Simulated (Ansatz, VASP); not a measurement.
KMo2: VASP beside Ansatz

```
K Mo
1.0
     2.58378    0.00000    0.00000
     0.00000    8.38061    0.00000
     0.00000    0.00000    5.90374
K Mo
2 4
Cartesian
  1.2919 4.1903 2.9519
  0.0000 0.0000 0.0000
  1.1910 7.1940 2.9519
  2.4829 5.3769 0.0000
  1.3928 1.1866 2.9519
  0.1009 3.0037 0.0000
```

Alike in both runs: functional PBE; k mesh 6 × 2 × 4; occupations gaussian, width 0.1 eV; no spin polarisation.

Ansatz relaxed the structure, and its values are those at the end. VASP's run is a single point on that final structure, the one shown.

|  | VASP | Ansatz |
| --- | --- | --- |
| version | VASP 6.6.1 | Ansatz 0.2.0 |
| potentials or method | VASP PAW PBE potentials, release 64 (K_sv, Mo_sv), cutoff 520 eV | scalar-relativistic, plane waves, PAW |
| valence electrons in the cell | 74 | 74 |

|  | VASP | Ansatz | Ansatz less VASP |
| --- | --- | --- | --- |
| gap on the k mesh at the Fermi level (eV) | none | none | - |
| pressure (GPa) | 0.6 | 0.1 | -0.47 |
| rms of the force components (eV/Å) | 0.037 | 0.007 | -0.0292 |

A gap of «none» marks a metal or a gap that the smearing closes.

The k mesh is coarse, so the values compare programs but aren't converged.
